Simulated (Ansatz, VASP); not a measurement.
# Zr3S2 in VASP and in Ansatz

```
Zr S
1.0
     1.80800    1.04385    8.57263
    -1.80800    1.04385    8.57263
     0.00000   -2.08770    8.57263
Zr S
3 2
Cartesian
  0.0000 0.0000 0.0000
  0.0000 0.0000 5.5384
  0.0000 0.0000 20.1794
  0.0000 0.0000 10.1298
  0.0000 0.0000 15.5880
```

Alike in both runs: functional PBE; k mesh 6 × 6 × 6; occupations gaussian, width 0.1 eV; no spin polarisation.

Ansatz relaxed the structure, and its values are those at the end. VASP's run is a single point on that final structure, the one shown.

|  | VASP | Ansatz |
| --- | --- | --- |
| version | VASP 6.6.1 | Ansatz 0.2.0 |
| potentials or method | VASP PAW PBE potentials, release 64 (Zr_sv, S), cutoff 520 eV | scalar-relativistic, plane waves, PAW |
| valence electrons in the cell | 48 | 48 |

VASP gave:

```
gap on the k mesh at the Fermi level (eV) : none
pressure (GPa)                            : 0.1
rms of the force components (eV/Å)        : 0.013
```

Question: Which values does Ansatz return?

Answer: gap on the k mesh at the Fermi level (eV): none; pressure (GPa): 0.0; rms of the force components (eV/Å): 0.017.

A gap of «none» marks a metal or a gap that the smearing closes.
